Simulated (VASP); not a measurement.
Write the native input for VASP 6.6.1 that does the following.

- Task: single point
- Functional: LDA
- Potentials or basis: VASP PAW LDA potentials, release 64 (Tl_d)
- Cutoff: 520 eV
- k mesh: 9 × 9 × 5
- Occupations: fermi-dirac, width 0.05 eV
- Spin: no spin polarisation
- Dipole correction: no
- Further INCAR settings: ALGO = Normal; EDIFF = 1e-06; NBANDS = 20

The structure of Tl lies in POSCAR:

```
Tl
1.0
    3.4328046702      0.0000000000      0.0000000000
   -1.7164023351      2.9728960507      0.0000000000
    0.0000000000      0.0000000000      5.4879183458
Tl
2
Direct
    0.6666666667      0.3333333333      0.7500000000
    0.3333333333      0.6666666667      0.2500000000
```

These files were run (other wordings do the same):

INCAR

```
PREC     = Accurate       # precision mode
ENCUT    = 520            # plane-wave cutoff, eV
EDIFF    = 1E-6           # SCF threshold, eV
ISMEAR   = -1             # smearing method
SIGMA    = 0.05           # smearing width, eV
LREAL    = F              # projectors in reciprocal space
LASPH    = T              # aspherical terms in the spheres
NELM     = 60             # most SCF steps
ALGO     = Normal         # electronic algorithm
ISIF     = 2              # what is computed and relaxed
LWAVE    = F              # write WAVECAR
LCHARG   = T              # write CHGCAR
LELF     = T              # ELF
LVHAR    = T            
NBANDS   = 20             # bands
```

KPOINTS

```
regular mesh
0
Gamma
  9 9 5
```

Potentials or basis: VASP PAW LDA potentials, release 64 (Tl_d).

Run with:

```bash
$ cat potpaw_LDA.64/Tl_d/POTCAR > POTCAR
$ mpirun -np 1 vasp_std > vasp.out
```

It gave:

```json
{"Pressure": "-0.8 GPa", "Band gap on the k mesh": "zero (bands 13 and 14 overlap by 3.77 eV)"}
```

Caveat: spin-orbit coupling is left out, which moves the levels of the heavy elements.

It took 22 s on 1 thread of Intel(R) Xeon(R) Platinum 8259CL CPU @ 2.50GHz (Skylake/Cascade Lake), on a shared host, peak memory 0.16 GiB.
